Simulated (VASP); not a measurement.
Wanted: the native input for a VASP 6.6.1 run.

```
Task                   : single point
Functional             : LDA
Potentials or basis    : VASP PAW LDA potentials, release 64 (Sn_d, O)
Cutoff                 : 520 eV
k mesh                 : 4 × 2 × 4
Occupations            : gaussian, width 0.01 eV
Spin                   : no spin polarisation
Dipole correction      : no
Further INCAR settings : ALGO = Normal; EDIFF = 1e-06; NBANDS = 28
```

The structure of SnO lies in POSCAR:

```
SnO
1.0
    3.3031148417      0.0000000000      0.0000000000
    0.0000000000      5.7577050573      0.0000000000
    0.0000000000      0.0000000000      4.0008070726
Sn O
2 2
Direct
    0.0000000000      0.2294420242      0.5172649377
    0.5000000000      0.7705579758      0.0172649377
    0.0000000000      0.8935339404      0.7327360623
    0.5000000000      0.1064660596      0.2327360623
```

One way to write it, as run:

INCAR

```
SYSTEM = SnO
ALGO = Normal
EDIFF = 1E-6
ENCUT = 520
ISIF = 2
ISMEAR = 0
LASPH = .TRUE.
LCHARG = .FALSE.
LREAL = .FALSE.
LWAVE = .FALSE.
NBANDS = 28
NELM = 100
PREC = Accurate
SIGMA = 0.01
```

KPOINTS

```
k-points
0
G
  4 2 4
  0 0 0
```

Potentials or basis: VASP PAW LDA potentials, release 64 (Sn_d, O).

Command:

```bash
$ cat potpaw_LDA.64/Sn_d/POTCAR potpaw_LDA.64/O/POTCAR > POTCAR
$ mpirun -np 1 vasp_std > vasp.out
```

Results of the run:

```yaml
Pressure: -1.7 GPa
Largest_force: 0.037 eV/Å
Band_gap_on_the_k_mesh: 1.87 eV, indirect (least direct gap 2.64 eV)
```

Caveat: the k points lie up to 0.55 Å⁻¹ apart; spin-orbit coupling is left out, which moves the levels of the heavy elements.

Wall time 25 s on 1 thread of Intel(R) Xeon(R) Platinum 8375C CPU @ 2.90GHz (Ice Lake), on a shared host, peak memory 0.17 GiB.
